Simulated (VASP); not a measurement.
A run of VASP 6.6.1 is set up as follows.

Contents of INCAR:

```
ALGO = Normal ; EDIFF = 1E-6
EDIFFG = -0.001 ; ENCUT = 600
GGA = CA ; IBRION = 2
ISIF = 3 ; ISMEAR = 0
LASPH = T ; LCHARG = F
LREAL = F ; LWAVE = F
NELM = 60 ; NSW = 80
PREC = Accurate ; PSTRESS = 400.0
SIGMA = 0.01
```

Contents of KPOINTS:

```
k-points
0
Gamma
  8 8 8
```

File POSCAR:

```
BeTe
1.0
    0.0000000000      2.7773063429      2.7773063429
    2.7773063429      0.0000000000      2.7773063429
    2.7773063429      2.7773063429      0.0000000000
Be Te
1 1
Direct
    0.0000000000      0.0000000000      0.0000000000
    0.7500000000      0.7500000000      0.7500000000
```

Potentials or basis: VASP PAW LDA potentials, release 64 (Be, Te).

The run is started by

```console
$ cat potpaw_LDA.64/Be/POTCAR potpaw_LDA.64/Te/POTCAR > POTCAR
$ mpirun -np 1 vasp_std > vasp.out
```

Problem. Estimate the band gap on the k mesh.

Solution. 0.77 eV, indirect (least direct gap 3.07 eV).

Problem. Predict the relaxed volume.

Solution. 15.50 Å³/atom.

Problem. Estimate the space group after relaxing (to 0.05 Å).

Solution. F-43m (No. 216).

Problem. Predict the relaxed cell.

Solution. a = 3.526 Å, b = 3.526 Å, c = 3.526 Å, α = 60.00°, β = 60.00°, γ = 60.00°.

Final structure:
```yaml
crystal:
  lattice:
    - [0.00000, 2.49317, 2.49317]
    - [2.49317, 0.00000, 2.49317]
    - [2.49317, 2.49317, 0.00000]
  atoms:
    - { symbol: Be, position: [0.00000, 0.00000, 0.00000] }
    - { symbol: Te, position: [0.75000, 0.75000, 0.75000] }
```

Caveat: the cell is relaxed towards a set pressure, so the enthalpy falls and the energy may rise; the volume moved by over 15 % at a fixed basis, so the end points are rough; spin-orbit coupling is left out, which moves the levels of the heavy elements. A k mesh can miss the band edges.
